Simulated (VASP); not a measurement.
# Sn4SeS3 (Cmmm) in VASP: notebook, part 2 of 2

VASP 6.6.1. Earlier steps stand in the parts before.

**3. Single point, PBE**

This run uses another cell than the first one, of 26.42 Å³/atom.

File INCAR:

```
  PREC = Accurate
  ENCUT = 520
  EDIFF = 1E-7
  ISMEAR = 0
  SIGMA = 0.1
  LREAL = False
  LASPH = True
  NELM = 60
  ALGO = Normal
  ISIF = 2
  LWAVE = False
  LCHARG = False
  GGA = PE
  NBANDS = 50
```

File KPOINTS:

```
regular mesh
0
Gamma
  4 4 4
```

File POSCAR:

```
Sn4SeS3
1.0
    4.2120904100     -5.9567953900      0.0000000000
    4.2120904100      5.9567953900      0.0000000000
    0.0000000000      0.0000000000      4.2120904100
Sn Se S
4 1 3
Direct
    0.2500000000      0.7500000000      0.0000000000
    0.7500000000      0.2500000000      0.0000000000
    0.2500000000      0.2500000000      0.5000000000
    0.7500000000      0.7500000000      0.5000000000
    0.0000000000      0.0000000000      0.0000000000
    0.5000000000      0.5000000000      0.0000000000
    0.0000000000      0.5000000000      0.5000000000
    0.5000000000      0.0000000000      0.5000000000
```

Potentials or basis: VASP PAW PBE potentials, release 64 (Sn_d, Se, S).

Command:

```sh
$ cat potpaw_PBE.64/Sn_d/POTCAR potpaw_PBE.64/Se/POTCAR potpaw_PBE.64/S/POTCAR > POTCAR
$ mpirun -np 1 vasp_std > vasp.out
```

OUTCAR:

```text
PREC = Accurate
   ENCUT = 520
   EDIFF = 1E-7
   ISMEAR = 0
   LREAL = False
   LASPH = True
   NELM = 60
   ISIF = 2
   GGA = PE

 ion  position               nearest neighbor table
   1  0.250  0.750  0.000-   7 2.98   8 2.98   7 2.98   8 2.98   5 2.98   6 2.98
   2  0.750  0.250  0.000-   7 2.98   8 2.98   7 2.98   8 2.98   5 2.98   6 2.98
   3  0.250  0.250  0.500-   5 2.98   6 2.98   5 2.98   6 2.98   7 2.98   8 2.98
   4  0.750  0.750  0.500-   5 2.98   6 2.98   5 2.98   6 2.98   7 2.98   8 2.98
   5  0.000  0.000  0.000-   3 2.98   4 2.98   3 2.98   4 2.98   1 2.98   2 2.98
   6  0.500  0.500  0.000-   3 2.98   4 2.98   3 2.98   4 2.98   1 2.98   2 2.98
   7  0.000  0.500  0.500-   1 2.98   2 2.98   1 2.98   2 2.98   3 2.98   4 2.98
   8  0.500  0.000  0.500-   1 2.98   2 2.98   1 2.98   2 2.98   3 2.98   4 2.98

  LATTYP: Found a base centered orthorhombic cell.
 ALAT       =     8.4241808200
 B/A-ratio  =     1.4142135639
 C/A-ratio  =     0.5000000000

  Lattice vectors:

 A1 = (   4.2120904100,  -5.9567953900,   0.0000000000)
 A2 = (   4.2120904100,   5.9567953900,   0.0000000000)
[... 190 lines left out ...]

 k-point     1 :       0.0000    0.0000    0.0000
  band No.  band energies     occupation
      1     -15.9383      2.00000
      2     -15.9258      2.00000
      3     -15.9257      2.00000
      4     -15.9211      2.00000
      5     -15.9206      2.00000
      6     -15.9199      2.00000
[... 1102 lines left out ...]
     49      10.7265      0.00000
     50      10.7557      0.00000

------------------------ aborting loop because EDIFF is reached ----------------------------------------

  FORCE on cell =-STRESS in cart. coord.  units (eV):
  Direction    XX          YY          ZZ          XY          YZ          ZX
  --------------------------------------------------------------------------------------
  -------------------------------------------------------------------------------------
  Total       -2.1565247     -2.1897909     -2.0688060      0.0000000      0.0000000      0.0000000
  in kB      -16.3465823    -16.5987421    -15.6816695      0.0000000      0.0000000      0.0000000
  external PRESSURE =     -16.2089980 kB  Pullay stress =       0.0000000 kB

 VOLUME and BASIS-vectors are now :
 -----------------------------------------------------------------------------
  energy-cutoff  :      520.00
  volume of cell :      211.37
      direct lattice vectors                 reciprocal lattice vectors
     4.212090410 -5.956795390  0.000000000     0.118705904 -0.083937750  0.000000000
     4.212090410  5.956795390  0.000000000     0.118705904  0.083937750  0.000000000
     0.000000000  0.000000000  4.212090410     0.000000000  0.000000000  0.237411808

 POSITION                                       TOTAL-FORCE (eV/Angst)
 -----------------------------------------------------------------------------------
      4.21209      2.97840      0.00000         0.000000     -0.312823      0.000000
      4.21209     -2.97840      0.00000         0.000000      0.312823      0.000000
      2.10605      0.00000      2.10605         0.437792      0.000000      0.000000
      6.31814      0.00000      2.10605        -0.437792      0.000000     -0.000000
      0.00000      0.00000      0.00000         0.000000      0.000000      0.000000
      4.21209      0.00000      0.00000         0.000000      0.000000      0.000000
      2.10605      2.97840      2.10605         0.000000      0.000000      0.000000
      2.10605     -2.97840      2.10605         0.000000      0.000000      0.000000
 -----------------------------------------------------------------------------------
    total drift:                                0.000000      0.000000      0.000000

  FREE ENERGIE OF THE ION-ELECTRON SYSTEM (eV)
  ---------------------------------------------------
  free  energy   TOTEN  =       -34.4905816946 eV

  energy  without entropy=      -34.4902762495  energy(sigma->0) =      -34.49042897
```

Wall time 4.7 min (1 thread of Intel Xeon Platinum 8375C at 2.90GHz (Ice Lake), shared host); peak memory 0.4 GiB.

Results:

```
Free energy            : -34.4906 eV
Pressure               : -1.6 GPa
Largest force          : 0.438 eV/Å
Band gap on the k mesh : 0.32 eV
```

Forces in eV/Å, atoms in the order of the input:
```
Sn   0.000 -0.313  0.000
Sn   0.000  0.313  0.000
Sn   0.438  0.000  0.000
Sn  -0.438  0.000  0.000
Se   0.000  0.000  0.000
S    0.000  0.000  0.000
S    0.000  0.000  0.000
S    0.000  0.000  0.000
```

Stress tensor (GPa, compression positive):
```
-1.63  0.00  0.00
 0.00 -1.66  0.00
 0.00  0.00 -1.57
```

Levels at points of the mesh, in eV from the valence-band top:
| k point | band 37 | band 38 | band 39 | band 40 | band 41 | band 42 | band 43 | band 44 |
| --- | --- | --- | --- | --- | --- | --- | --- | --- |
| (0.00, 0.00, 0.00) | -2.19 | -2.16 | -0.06 | 0.00 | 0.32 | 0.38 | 1.30 | 1.31 |
| (0.50, 0.00, 0.00) | -2.26 | -2.19 | -1.23 | -1.13 | 2.04 | 2.09 | 2.35 | 2.45 |
| (0.50, 0.50, 0.00) | -1.83 | -1.75 | -0.79 | -0.66 | 0.99 | 1.09 | 1.73 | 1.85 |
| (0.00, 0.00, 0.50) | -1.17 | -1.01 | -0.79 | -0.66 | 0.98 | 1.08 | 1.56 | 1.57 |
| (0.50, 0.00, 0.50) | -2.29 | -2.23 | -2.19 | -2.19 | 2.31 | 2.39 | 2.41 | 2.77 |
| (0.50, 0.50, 0.50) | -2.19 | -2.17 | -0.07 | 0.00 | 0.32 | 0.38 | 1.30 | 1.32 |

Caveat: spin-orbit coupling is left out, which moves the levels of the heavy elements.
